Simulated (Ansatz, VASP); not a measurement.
**One calculation of Mg, two programs**

INCAR

```
PREC = Accurate
ENCUT = 600
EDIFF = 1E-6
ISMEAR = -1
SIGMA = 0.05
LREAL = F
LASPH = T
NELM = 80
ALGO = Normal
ISIF = 3
LWAVE = F
LCHARG = F
GGA = PE
IBRION = 2
NSW = 60
EDIFFG = -0.01
```

Contents of KPOINTS:

```
regular mesh
0
Gamma
  10 10 3
```

File POSCAR:

```
Mg
1.0
    3.1768261656      0.0000000000      0.0000000000
   -1.5884130828      2.7512121628      0.0000000000
    0.0000000000      0.0000000000     10.3188620100
Mg
4
Direct
    0.6666666667      0.3333333333      0.7500000000
    0.0000000000      0.0000000000      0.5000000000
    0.3333333333      0.6666666667      0.2500000000
    0.0000000000      0.0000000000      0.0000000000
```

Contents of input.yaml:

```yaml
crystal:
  lattice:
    - [3.1768261656, 0.0, 0.0]
    - [-1.5884130828, 2.7512121628, 0.0]
    - [0.0, 0.0, 10.31886201]
  atoms:
    - { symbol: Mg, position: [0.6666666667, 0.3333333333, 0.75] }
    - { symbol: Mg, position: [0.0, 0.0, 0.5] }
    - { symbol: Mg, position: [0.3333333333, 0.6666666667, 0.25] }
    - { symbol: Mg, position: [0.0, 0.0, 0.0] }
hamiltonian:
  xc: pbe
  pseudopotentials: { kind: paw }
kpoints:
  mp_grid: { grid: [10, 10, 3] }
scf:
  occupations: { method: fermi_dirac, width: 0.05 }
output:
  forces: true
  stress: true
relax:
  f_tol: 0.01
  max_steps: 40
  cell: { stress_tol: 0.05 }
```

Alike in both runs: task relaxation of cell and atoms; functional PBE; k mesh 10 × 10 × 3; occupations fermi-dirac, width 0.05 eV; no spin polarisation.

|  | VASP | Ansatz |
| --- | --- | --- |
| version | VASP 6.6.1 | Ansatz 0.2.0 |
| potentials or method | VASP PAW PBE potentials, release 64 (Mg) | Ansatz PAW |
| plane-wave cutoff (eV) | 600 | 420 |
| valence electrons in the cell | 8 | 40 |

|  | VASP | Ansatz | Ansatz less VASP |
| --- | --- | --- | --- |
| relaxed volume (Å³/atom) | 23.06 | 23.11 | +0.048 |
| relaxed length of the cell vector where the two differ most in proportion (Å) | 3.184 | 3.186 | +0.0023 |

VASP's potentials hold 8 valence electrons a cell and Ansatz's 40, so a difference there can come from the potentials and not from the codes.

Noted on Ansatz's run: the plane-wave basis is chosen anew once the cell has moved, so the energies of steps on either side of that aren't comparable.
